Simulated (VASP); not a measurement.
HfN, 2 atoms in the cell. It takes space group P-6m2 (No. 187, hexagonal). The conventional cell has a = 3.099 Å, b = 3.099 Å, c = 2.913 Å, α = 90.00°, β = 90.00°, γ = 120.00°. Within 3.0 Å of Hf (site symmetry -6m2) lie 6 N at 2.31 Å and 2 Hf at 2.91 Å. Within 3.0 Å of N (site symmetry -6m2) lie 6 Hf at 2.31 Å and 2 N at 2.91 Å. 

```yaml
Program: VASP 6.6.1
Task: single point
Functional: LDA
Potentials_or_basis: VASP PAW LDA potentials, release 64 (Hf_pv, N)
Cutoff: 600 eV
k_mesh: 14 × 14 × 12
Occupations: gaussian, width 0.05 eV
Spin: no spin polarisation
Dipole_correction: no
Further_INCAR_settings: ALGO = Normal; EDIFF = 1e-06; NBANDS = 14
```

Potentials or basis: VASP PAW LDA potentials, release 64 (Hf_pv, N).

Command:

```bash
$ cat potpaw_LDA.64/Hf_pv/POTCAR potpaw_LDA.64/N/POTCAR > POTCAR
$ mpirun -np 1 vasp_std > vasp.out
```

Hardware: 1 thread of Intel(R) Xeon(R) Platinum 8488C (Sapphire Rapids), with other jobs on the host.

**Question.** Estimate the wall time of this run.

**Answer.** It took 37 s on 1 thread of Intel(R) Xeon(R) Platinum 8488C (Sapphire Rapids) (shared host), peak memory 0.19 GiB. Counts: scf iterations 12, k points 168.
